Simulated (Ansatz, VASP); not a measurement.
## One calculation of Hg, two programs

```
Hg
1.0
     1.76460    1.01879    2.23400
    -1.76460    1.01879    2.23400
     0.00000   -2.03759    2.23400
Hg
1
Direct
  0.00000 0.00000 0.00000
```

Change from the starting cell: equal xx and yy strain of +2 %.

Alike in both runs: task single point; functional LDA; k mesh 12 × 12 × 12; occupations fermi-dirac, width 0.03 eV; no spin polarisation.

|  | VASP | Ansatz |
| --- | --- | --- |
| version | VASP 6.6.1 | Ansatz 0.2.0 |
| potentials or method | VASP PAW LDA potentials, release 64 (Hg), cutoff 520 eV | all-electron LAPW, scalar-relativistic |

|  | VASP | Ansatz | Ansatz less VASP |
| --- | --- | --- | --- |
| pressure (GPa) | -2.4 | -2.8 | -0.47 |
| traceless stress, the component that is largest in VASP (GPa) | -0.70 | -0.95 | -0.254 |

LDA's correlation is that of Perdew and Zunger in VASP and of Perdew and Wang (1992) in Ansatz. Ansatz ran all-electron here, and VASP with PAW potentials.

Neither program's run includes spin-orbit coupling.
